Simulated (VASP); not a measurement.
# AlRu (CsCl type) in VASP: a series of runs

AlRu (CsCl type) is run at these levels: HSE06; tasks: single point.

All numbers are computed with VASP 6.6.1; they aren't measurements. Logs are shortened: lines on timing, memory, paths and dates and some standing lists are left out, and cuts for length are marked.

## 1. The cell of the first run

Symmetry: Pm-3m, No. 221, cubic system. The conventional cell has a = 3.039 Å, b = 3.039 Å, c = 3.039 Å, α = 90.00°, β = 90.00°, γ = 90.00°. Ru (site symmetry m-3m) has 8 Al at 2.63 Å and 6 Ru at 3.04 Å within 3.5 Å. Al (site symmetry m-3m) has 8 Ru at 2.63 Å and 6 Al at 3.04 Å within 3.5 Å.

## 2. Single point, HSE06

Contents of POSCAR:

```
AlRu
1.0
    3.0394782115      0.0000000000      0.0000000000
    0.0000000000      3.0394782115      0.0000000000
    0.0000000000      0.0000000000      3.0394782115
Ru Al
1 1
Direct
    0.0000000000      0.0000000000      0.0000000000
    0.5000000000      0.5000000000      0.5000000000
```

Contents of INCAR.step1:

```
PREC = Accurate
ENCUT = 520
EDIFF = 1E-5
ISMEAR = -1
SIGMA = 0.1
LREAL = F
LASPH = T
NELM = 80
ALGO = Normal
ISIF = 2
LWAVE = T
LCHARG = F
NBANDS = 16
GGA = PE
```

Contents of INCAR.step2:

```
PREC = Accurate
ENCUT = 520
EDIFF = 1E-6
ISMEAR = -1
SIGMA = 0.1
LREAL = F
LASPH = T
NELM = 80
ALGO = Normal
ISIF = 2
LWAVE = F
LCHARG = F
GGA = PE
LHFCALC = T
HFSCREEN = 0.2079
PRECFOCK = Normal
NBANDS = 16
ISTART = 1
```

Contents of KPOINTS:

```
Automatic mesh
0
Gamma
  4 4 4
```

Potentials or basis: VASP PAW PBE potentials, release 64 (Ru_pv, Al).

The run is started by

```
$ cat potpaw_PBE.64/Ru_pv/POTCAR potpaw_PBE.64/Al/POTCAR > POTCAR
$ cp INCAR.step1 INCAR
$ mpirun -np 1 vasp_std > vasp.out
$ cp INCAR.step2 INCAR
$ mpirun -np 1 vasp_std > vasp.out
```

OUTCAR:

```text
PREC = Accurate
   ENCUT = 520
   EDIFF = 1E-6
   ISMEAR = -1
   LREAL = F
   LASPH = T
   NELM = 80
   ISIF = 2
   GGA = PE
   LHFCALC = T
   HFSCREEN = 0.2079
   PRECFOCK = Normal
   ISTART = 1

 ion  position               nearest neighbor table
   1  0.000  0.000  0.000-   2 2.63   2 2.63   2 2.63   2 2.63   2 2.63   2 2.63   2 2.63   2 2.63

   2  0.500  0.500  0.500-   1 2.63   1 2.63   1 2.63   1 2.63   1 2.63   1 2.63   1 2.63   1 2.63

  LATTYP: Found a simple cubic cell.
 ALAT       =     3.0394782115

  Lattice vectors:

 A1 = (   3.0394782115,   0.0000000000,   0.0000000000)
 A2 = (   0.0000000000,   3.0394782115,   0.0000000000)
 A3 = (   0.0000000000,   0.0000000000,   3.0394782115)

Analysis of symmetry for initial positions (statically):
=====================================================================
 Subroutine PRICEL returns:
 Original cell was already a primitive cell.

 Routine SETGRP: Setting up the symmetry group for a
 simple cubic supercell.

 Subroutine GETGRP returns: Found 48 space group operations
 (whereof 48 operations were pure point group operations)
 out of a pool of 48 trial point group operations.

The static configuration has the point symmetry O_h .

Analysis of symmetry for dynamics (positions and initial velocities):
=====================================================================
 Subroutine PRICEL returns:
 Original cell was already a primitive cell.

 Routine SETGRP: Setting up the symmetry group for a
 simple cubic supercell.

 Subroutine GETGRP returns: Found 48 space group operations
 (whereof 48 operations were pure point group operations)
 out of a pool of 48 trial point group operations.

The dynamic configuration has the point symmetry O_h .

 Subroutine INISYM returns: Found 48 space group operations
 (whereof 48 operations are pure point group operations),
 and found     1 'primitive' translations

----------------------------------------------------------------------------------------

                                     Primitive cell

  volume of cell :      28.0800

  direct lattice vectors                    reciprocal lattice vectors
     3.039478212  0.000000000  0.000000000     0.329003839  0.000000000  0.000000000
     0.000000000  3.039478212  0.000000000     0.000000000  0.329003839  0.000000000
     0.000000000  0.000000000  3.039478212     0.000000000  0.000000000  0.329003839

  length of vectors
     3.039478212  3.039478212  3.039478212     0.329003839  0.329003839  0.329003839

  position of ions in fractional coordinates (direct lattice)
     0.000000000  0.000000000  0.000000000
     0.500000000  0.500000000  0.500000000

  ion indices of the primitive-cell ions
   primitive index   ion index
                 1           1
                 2           2

----------------------------------------------------------------------------------------

 KPOINTS: Automatic mesh

Automatic generation of k-mesh.
 Grid dimensions read from file:
 generate k-points for:    4    4    4

 Generating k-lattice:

  Cartesian coordinates                     Fractional coordinates (reciprocal lattice)
     0.082250960  0.000000000  0.000000000     0.250000000  0.000000000  0.000000000
     0.000000000  0.082250960  0.000000000     0.000000000  0.250000000  0.000000000
     0.000000000  0.000000000  0.082250960     0.000000000  0.000000000  0.250000000

  Length of vectors
     0.082250960  0.082250960  0.082250960

  Shift w.r.t. Gamma in fractional coordinates (k-lattice)
     0.000000000  0.000000000  0.000000000

 Subroutine IBZKPT returns following result:
 ===========================================

 Found     10 irreducible k-points:

 Following reciprocal coordinates:
            Coordinates               Weight
  0.000000  0.000000  0.000000      1.000000
  0.250000  0.000000  0.000000      6.000000
  0.500000  0.000000  0.000000      3.000000
  0.250000  0.250000  0.000000     12.000000
  0.500000  0.250000  0.000000     12.000000
  0.500000  0.500000  0.000000      3.000000
  0.250000  0.250000  0.250000      8.000000
  0.500000  0.250000  0.250000     12.000000
  0.500000  0.500000  0.250000      6.000000
  0.500000  0.500000  0.500000      1.000000
   k-points           NKPTS =     10   k-points in BZ     NKDIM =     64   number of bands    NBANDS=     16
   number of dos      NEDOS =    301   number of ions     NIONS =      2
   total plane-waves  NPLWV =  13824
   dimension x,y,z NGX =    24 NGY =   24 NGZ =   24
   dimension x,y,z NGXF=    48 NGYF=   48 NGZF=   48
   ions per type =               1   1
   NGX,Y,Z   is equivalent  to a cutoff of  13.13, 13.13, 13.13 a.u.
   NGXF,Y,Z  is equivalent  to a cutoff of  26.25, 26.25, 26.25 a.u.
 SYSTEM =  unknown system
   PREC   = accura    normal or accurate (medium, high low for compatibility)
   ISTART =      1    job   : 0-new  1-cont  2-samecut
   ICHARG =      0    charge: 1-file 2-atom 10-const
   ISPIN  =      1    spin polarized calculation?
   LNONCOLLINEAR =      F non collinear calculations
   LSORBIT =      F    spin-orbit coupling
   LASPH  =      T    aspherical Exc in radial PAW
   ENCUT  =  520.0 eV  38.22 Ry    6.18 a.u.   5.65  5.65  5.65*2*pi/ulx,y,z
   NELM   =     80;   NELMIN=  2; NELMDL=  0     # of ELM steps
   EDIFF  = 0.1E-05   stopping-criterion for ELM
   LREAL  =      F    real-space projection
   EDIFFG = 0.1E-04   stopping-criterion for IOM
   NSW    =      0    number of steps for IOM
   IBRION =     -1    ionic relax: 0-MD 1-quasi-New 2-CG
   NFREE  =      0    steps in history (QN), initial steepest desc. (CG)
   ISIF   =      2    stress and relaxation
   ISYM   =      3    0-nonsym 1-usesym 2-fastsym
   POTIM  = 0.5000    time-step for ionic-motion
   TEBEG  =    0.0;   TEEND  =   0.0 temperature during run
   PSTRESS=    0.0 pullay stress
   NELECT =      17.0000    total number of electrons
   NUPDOWN=      -1.0000    fix difference up-down
   EMIN   =  10.00;   EMAX   =-10.00  energy-range for DOS
   EFERMI =   0.00;   METHOD = LEGACY
   ISMEAR =    -1;   SIGMA  =   0.10  broadening in eV -4-tet -1-fermi 0-gaus
   EFERMI_NEDOS =   21; number of points for ismear=-14 and -15
   IALGO  =     38    algorithm
   IMIX   =      1    mixing-type and parameters
     AMIX     =   0.40;   BMIX     =  1.00
     AMIX_MAG =   1.60;   BMIX_MAG =  1.00
  volume/ion in A,a.u.               =      14.04        94.75
  Fermi-wavevector in a.u.,A,eV,Ry     =   1.384922  2.617124 26.096111  1.918010
  Thomas-Fermi vector in A             =   2.509381
   LORBIT       =      0    0 simple, 1 ext, 2 COOP (PROOUT), +10 PAW based schemes
   GGA     = PE    functional components
   LHFCALC =     T    Hartree Fock is set to
   PRECFOCK=normal    Normal, Fast or Accurate (Low or Medium for compatibility)
   ENCUT4O =  -1.0   cutoff for four orbital integrals eV
   NKREDX  =     1    reduce k-point grid by
   NKREDY  =     1    reduce k-point grid by
   NKREDZ  =     1    reduce k-point grid by
   AEXX    =    0.2500 exact exchange contribution
   HFSCREEN=    0.2079 screening length (either q_TF or 0.3 A-1)
   HFSCREENC=   0.2079 screening length for correlation (either q_TF or 0.3 A-1)
   ENCUTFOCK=  -1.0 apply spherical cutoff to Coloumb kernel
   IVDW    =     0    specifies the selected vdW correction
   LEPSILON=     F    determine dielectric tensor
   LRPA    =     F    only Hartree local field effects (RPA)
 non-spin polarized calculation
  energy-cutoff  :      520.00
  volume of cell :       28.08
 maximum number of plane-waves:       770
 NGX is ok and might be reduce to    24
  NGX = 18; NGY = 18; NGZ = 18

 number of electron      17.0000002 magnetization

 Free energy of the ion-electron system (eV)
  ---------------------------------------------------
  ext. energy  EPLUGINS =         0.00000000
  ---------------------------------------------------
  free energy    TOTEN  =       -16.83239109 eV

  energy without entropy =      -16.81087668  energy(sigma->0) =      -16.82163389

 E-fermi :   9.7935     XC(G=0): -10.0622

 val. band max:        9.7494377746   @ k =   0.2500   0.0000   0.0000
 cond. band min:       9.9111186830   @ k =   0.5000   0.0000   0.0000
 fundamental gap:      0.1616809084
 Fermi energy:         9.7935306089

 k-point     1 :       0.0000    0.0000    0.0000
  band No.  band energies     occupation
      1     -34.7731      2.00000
      2     -34.7731      2.00000
      3     -34.7731      2.00000
      4      -0.7815      2.00000
      5       5.9498      2.00000
      6       5.9498      2.00000
[... 8 lines left out ...]
     15      25.3388      0.00000
     16      26.2026      0.00000

 k-point     2 :       0.2500    0.0000    0.0000
  band No.  band energies     occupation
      1     -34.8829      2.00000
      2     -34.7652      2.00000
      3     -34.7652      2.00000
      4       0.4669      2.00000
      5       6.0104      2.00000
      6       6.3338      2.00000
[... 8 lines left out ...]
     15      26.1978      0.00000
     16      27.1132      0.00000

 k-point     3 :       0.5000    0.0000    0.0000
  band No.  band energies     occupation
      1     -34.9932      2.00000
      2     -34.7578      2.00000
      3     -34.7578      2.00000
      4       3.4392      2.00000
      5       3.7201      2.00000
      6       6.7789      2.00000
[... 8 lines left out ...]
     15      23.1422      0.00000
     16      23.7855      0.00000

 k-point     4 :       0.2500    0.2500    0.0000
  band No.  band energies     occupation
      1     -34.8752      2.00000
      2     -34.8733      2.00000
      3     -34.7567      2.00000
      4       1.5464      2.00000
      5       5.9971      2.00000
      6       6.8421      2.00000
[... 8 lines left out ...]
     15      26.1477      0.00000
     16      26.1978      0.00000

 k-point     5 :       0.5000    0.2500    0.0000
  band No.  band energies     occupation
      1     -34.9842      2.00000
      2     -34.8656      2.00000
      3     -34.7490      2.00000
      4       3.3987      2.00000
      5       4.7346      2.00000
      6       7.4539      2.00000
[... 8 lines left out ...]
     15      24.3206      0.00000
     16      26.1977      0.00000

 k-point     6 :       0.5000    0.5000    0.0000
  band No.  band energies     occupation
      1     -34.9748      2.00000
      2     -34.9748      2.00000
      3     -34.7414      2.00000
      4       3.0530      2.00000
      5       6.4739      2.00000
      6       8.2283      2.00000
[... 8 lines left out ...]
     15      25.0580      0.00000
     16      26.1977      0.00000

 k-point     7 :       0.2500    0.2500    0.2500
  band No.  band energies     occupation
      1     -34.8673      2.00000
      2     -34.8645      2.00000
      3     -34.8645      2.00000
      4       2.4229      2.00000
      5       6.4418      2.00000
      6       6.4418      2.00000
[... 8 lines left out ...]
     15      22.9047      0.00000
     16      26.1980      0.00000

 k-point     8 :       0.5000    0.2500    0.2500
  band No.  band energies     occupation
      1     -34.9753      2.00000
      2     -34.8579      2.00000
      3     -34.8557      2.00000
      4       3.6793      2.00000
      5       5.4815      2.00000
      6       5.8844      2.00000
[... 8 lines left out ...]
     15      23.7624      0.00000
     16      26.1976      0.00000

 k-point     9 :       0.5000    0.5000    0.2500
  band No.  band energies     occupation
      1     -34.9659      2.00000
      2     -34.9659      2.00000
      3     -34.8483      2.00000
      4       3.7106      2.00000
      5       5.5571      2.00000
      6       5.5571      2.00000
[... 8 lines left out ...]
     15      21.6746      0.00000
     16      26.1849      0.00000

 k-point    10 :       0.5000    0.5000    0.5000
  band No.  band energies     occupation
      1     -34.9565      2.00000
      2     -34.9565      2.00000
      3     -34.9565      2.00000
      4       4.5692      2.00000
      5       4.5692      2.00000
      6       4.5692      2.00000
[... 8 lines left out ...]
     15      18.8390      0.00000
     16      22.3772      0.00000

------------------------ aborting loop because EDIFF is reached ----------------------------------------

  FORCE on cell =-STRESS in cart. coord.  units (eV):
  Direction    XX          YY          ZZ          XY          YZ          ZX
  --------------------------------------------------------------------------------------
  -------------------------------------------------------------------------------------
  Total       -2.7505719     -2.7505719     -2.7505719      0.0000000     -0.0000000     -0.0000000
  in kB     -156.9410242   -156.9410242   -156.9410242      0.0000000     -0.0000000     -0.0000000
  external PRESSURE =    -156.9410242 kB  Pullay stress =       0.0000000 kB

 VOLUME and BASIS-vectors are now :
 -----------------------------------------------------------------------------
  energy-cutoff  :      520.00
  volume of cell :       28.08
      direct lattice vectors                 reciprocal lattice vectors
     3.039478212  0.000000000  0.000000000     0.329003839  0.000000000  0.000000000
     0.000000000  3.039478212  0.000000000     0.000000000  0.329003839  0.000000000
     0.000000000  0.000000000  3.039478212     0.000000000  0.000000000  0.329003839

 POSITION                                       TOTAL-FORCE (eV/Angst)
 -----------------------------------------------------------------------------------
      0.00000      0.00000      0.00000         0.000000      0.000000      0.000000
      1.51974      1.51974      1.51974         0.000000      0.000000      0.000000
 -----------------------------------------------------------------------------------
    total drift:                                0.000014      0.000014      0.000014

  FREE ENERGIE OF THE ION-ELECTRON SYSTEM (eV)
  ---------------------------------------------------
  free  energy   TOTEN  =       -16.8323910926 eV

  energy  without entropy=      -16.8108766788  energy(sigma->0) =      -16.82163389
```

It took 7 min on 1 thread of AMD EPYC 7R43 (Zen 3), shared host; peak memory 0.21 GiB.

What came out:

```
Free energy            : -16.8324 eV
Pressure               : -15.7 GPa
Band gap on the k mesh : zero (an odd number of electrons rules out a gap without spin polarisation)
```

Levels at points of the mesh, in eV from the Fermi level:
```
           k point  band 6  band 7  band 8  band 9  band 10  band 11  band 12  band 13
(0.00, 0.00, 0.00)   -3.84   -0.20   -0.20   -0.20     6.58     6.58     6.58    11.90
(0.50, 0.00, 0.00)   -3.01   -2.07   -2.07    0.12     2.88     8.25    11.85    11.85
(0.50, 0.50, 0.00)   -1.57   -1.57   -1.52   -1.52     2.05     6.02     6.54    11.24
(0.50, 0.50, 0.50)   -5.22    2.09    2.09    2.84     4.59     4.59     4.59     9.05
```

Caveat: the k points lie up to 0.52 Å⁻¹ apart, too coarse for converged energies and pressures of a metal; the PAW data sets were made with another functional, which shifts forces and pressure a little.

## 3. Single point, HSE06

This run uses another cell than the first one, of 13.50 Å³/atom.

Contents of POSCAR:

```
AlRu
1.0
    3.0000000000      0.0000000000      0.0000000000
    0.0000000000      3.0000000000      0.0000000000
    0.0000000000      0.0000000000      3.0000000000
Ru Al
1 1
Direct
    0.0115470054      0.0115470054      0.0115470054
    0.5000000000      0.5000000000      0.5000000000
```

Contents of INCAR.step1:

```
  PREC = Accurate
  ENCUT = 520
  EDIFF = 1E-5
  ISMEAR = -1
  SIGMA = 0.1
  LREAL = F
  LASPH = T
  NELM = 80
  ALGO = Normal
  ISIF = 2
  LWAVE = T
  LCHARG = F
  GGA = PE
  NBANDS = 16
```

Contents of INCAR.step2:

```
  PREC = Accurate
  ENCUT = 520
  EDIFF = 1E-6
  ISMEAR = -1
  SIGMA = 0.1
  LREAL = F
  LASPH = T
  NELM = 80
  ALGO = Normal
  ISIF = 2
  LWAVE = F
  LCHARG = F
  GGA = PE
  LHFCALC = T
  HFSCREEN = 0.2079
  PRECFOCK = Normal
  ISTART = 1
  NBANDS = 16
```

KPOINTS is that of step 2.

Potentials or basis: VASP PAW PBE potentials, release 64 (Ru_pv, Al).

The run is started by

```
$ cat potpaw_PBE.64/Ru_pv/POTCAR potpaw_PBE.64/Al/POTCAR > POTCAR
$ cp INCAR.step1 INCAR
$ mpirun -np 1 vasp_std > vasp.out
$ cp INCAR.step2 INCAR
$ mpirun -np 1 vasp_std > vasp.out
```

It took 8.7 min on 1 thread of AMD EPYC 7R43 (Zen 3), shared host; peak memory 0.21 GiB.

Results (log left out):

* Free energy: -16.9022 eV
* Pressure: -8.5 GPa
* Largest force: 0.423 eV/Å
* Band gap on the k mesh: zero (an odd number of electrons rules out a gap without spin polarisation)

Forces in eV/Å, atoms in the order of the input:
```
Ru  -0.244 -0.244 -0.244
Al   0.244  0.244  0.244
```

Stress tensor (GPa, compression positive):
```
-8.46  0.18  0.18
 0.18 -8.46  0.18
 0.18  0.18 -8.46
```

Levels at points of the mesh, in eV from the Fermi level:
```
           k point  band 7  band 8  band 9  band 10  band 11  band 12
(0.00, 0.00, 0.00)   -0.22   -0.21   -0.21     6.77     6.77     6.78
(0.50, 0.00, 0.00)   -2.19   -2.18    0.13     3.02     8.23    12.06
(0.50, 0.50, 0.00)   -1.71   -1.53   -1.52     2.14     6.27     6.93
(0.50, 0.50, 0.50)    2.18    2.18    3.07     4.67     4.67     4.67
```

Caveat: the k points lie up to 0.52 Å⁻¹ apart, too coarse for converged energies and pressures of a metal; the PAW data sets were made with another functional, which shifts forces and pressure a little.

## 4. Single point, HSE06

This run uses another cell than the first one, of 13.50 Å³/atom.

POSCAR is that of step 3.

Contents of INCAR.step1:

```
SYSTEM = AlRu
PREC = Accurate ; ENCUT = 520
EDIFF = 1E-5 ; ISMEAR = -1
SIGMA = 0.1 ; LREAL = .FALSE.
LASPH = .TRUE. ; NELM = 80
ALGO = Normal ; ISIF = 2
LWAVE = .TRUE. ; LCHARG = .FALSE.
NBANDS = 16 ; GGA = PE
```

Contents of INCAR.step2:

```
SYSTEM = AlRu
PREC = Accurate ; ENCUT = 520
EDIFF = 1E-7 ; ISMEAR = -1
SIGMA = 0.1 ; LREAL = .FALSE.
LASPH = .TRUE. ; NELM = 80
ALGO = Normal ; ISIF = 2
LWAVE = .FALSE. ; LCHARG = .FALSE.
GGA = PE ; LHFCALC = .TRUE.
HFSCREEN = 0.2079 ; PRECFOCK = Normal
NBANDS = 16 ; ISTART = 1
```

Contents of KPOINTS:

```
Automatic mesh
0
G
  4 4 4
  0 0 0
```

The run is started by

```
$ cat potpaw_PBE.64/Ru_pv/POTCAR potpaw_PBE.64/Al/POTCAR > POTCAR
$ cp INCAR.step1 INCAR
$ mpirun -np 1 vasp_std > vasp.out
$ cp INCAR.step2 INCAR
$ mpirun -np 1 vasp_std > vasp.out
```

It took 8.9 min on 1 thread of AMD EPYC 7R43 (Zen 3), shared host; peak memory 0.22 GiB.

It converged, with:

```yaml
Free_energy: -16.9022 eV
Pressure: -8.4 GPa
Largest_force: 0.423 eV/Å
Band_gap_on_the_k_mesh: zero (an odd number of electrons rules out a gap without spin polarisation)
```

Forces in eV/Å, atoms in the order of the input:
```
Ru  -0.244 -0.244 -0.244
Al   0.244  0.244  0.244
```

Stress tensor (GPa, compression positive):
```
-8.45  0.18  0.18
 0.18 -8.45  0.18
 0.18  0.18 -8.45
```

Levels at points of the mesh, in eV from the Fermi level:
| k point | band 7 | band 8 | band 9 | band 10 | band 11 | band 12 |
| --- | --- | --- | --- | --- | --- | --- |
| (0.00, 0.00, 0.00) | -0.22 | -0.21 | -0.21 | 6.77 | 6.77 | 6.78 |
| (0.50, 0.00, 0.00) | -2.19 | -2.18 | 0.13 | 3.02 | 8.23 | 12.06 |
| (0.50, 0.50, 0.00) | -1.71 | -1.53 | -1.52 | 2.13 | 6.27 | 6.93 |
| (0.50, 0.50, 0.50) | 2.18 | 2.18 | 3.07 | 4.67 | 4.67 | 4.67 |

Caveat: the k points lie up to 0.52 Å⁻¹ apart, too coarse for converged energies and pressures of a metal; the PAW data sets were made with another functional, which shifts forces and pressure a little.

The gap in the log of VASP goes by the Fermi energy; the results here count the filled bands.